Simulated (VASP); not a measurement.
Runs of VASP 6.6.1 on CdTe. The structure is that of space group I-4m2 (No. 119), or close to it. The cells are those of the table. 

| cell | gap on the mesh (eV) | pressure (GPa) |
| --- | --- | --- |
| a = 4.399, b = 4.399, c = 4.533 Å, angles 59.0, 59.0, 62.0°, 2 atoms | (b) | 7.2 |
| a = 4.432, b = 4.432, c = 4.533 Å, angles 59.2, 59.2, 61.5°, 2 atoms | 1.43 | (c) |
| a = 4.671, b = 4.671, c = 4.533 Å, angles 61.0, 61.0, 58.1°, 2 atoms | 1.11 | 0.5 |
| a = 4.465, b = 4.465, c = 4.533 Å, angles 59.5, 59.5, 61.0°, 2 atoms | 1.41 | (a) |

Alike in all rows: task single point; level r2SCAN; potentials or basis VASP PAW PBE potentials, release 64 (Cd, Te); no spin polarisation; k mesh 8 × 8 × 8; cutoff (eV) 520; smearing gaussian 0.05 eV.

Q: Estimate the missing entries.

A: (a) 5.2; (b) 1.45; (c) 6.1.

Caveats: the PAW data sets were made with another functional, which shifts forces and pressure a little; spin-orbit coupling is left out, which moves the levels of the heavy elements.

A k mesh can miss the band edges, and the runs leave out spin-orbit coupling on Cd, Te.
